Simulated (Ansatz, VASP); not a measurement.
## ZrC: VASP beside Ansatz

```
Zr C
1.0
     0.00000    2.32106    2.32106
     2.32106    0.00000    2.32106
     2.32106    2.32106    0.00000
Zr C
1 1
Direct
  0.50000 0.50000 0.50000
  0.00000 0.00000 0.00000
```

Alike in both runs: functional LDA; k mesh 8 × 8 × 8; occupations gaussian, width 0.1 eV; no spin polarisation.

Ansatz relaxed the structure, and its values are those at the end. VASP's run is a single point on that final structure, the one shown.

|  | VASP | Ansatz |
| --- | --- | --- |
| version | VASP 6.6.1 | Ansatz 0.2.0 |
| potentials or method | VASP PAW LDA potentials, release 64 (Zr_sv, C), cutoff 600 eV | scalar-relativistic, plane waves, PAW |
| valence electrons in the cell | 16 | 16 |

```tsv
	VASP	Ansatz	Ansatz less VASP
gap on the k mesh at the Fermi level (eV)	none	none	-
pressure (GPa)	0.4	0.0	-0.45
```

Ansatz warns that its potentials were made for another functional, while VASP's fit it. LDA's correlation is that of Perdew and Zunger in VASP and of Perdew and Wang (1992) in Ansatz. A gap of «none» marks a metal or a gap that the smearing closes.
